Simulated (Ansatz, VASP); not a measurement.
# One calculation of ZnBi3, two programs

```
Zn Bi
1.0
     5.07501    0.00000    0.00000
     0.00000    5.07501    0.00000
     0.00000    0.00000    5.07501
Zn Bi
1 3
Direct
  0.00000 0.00000 0.00000
  0.00000 0.50000 0.50000
  0.50000 0.00000 0.50000
  0.50000 0.50000 0.00000
```

Alike in both runs: task single point; functional PBEsol; k mesh 10 × 10 × 10; occupations gaussian, width 0.1 eV; no spin polarisation.

|  | VASP | Ansatz |
| --- | --- | --- |
| version | VASP 6.6.1 | Ansatz 0.2.0 |
| potentials or method | VASP PAW PBE potentials, release 64 (Zn, Bi_d), cutoff 520 eV | scalar-relativistic, plane waves, PAW |
| valence electrons in the cell | 57 | 57 |

```tsv
	VASP	Ansatz	Ansatz less VASP
gap on the k mesh at the Fermi level (eV)	none	none	-
pressure (GPa)	-6.7	-6.7	+0.07
```

VASP's potentials were made for PBE, not for PBEsol. A gap of «none» marks a metal or a gap that the smearing closes.

Spin-orbit coupling is off throughout.
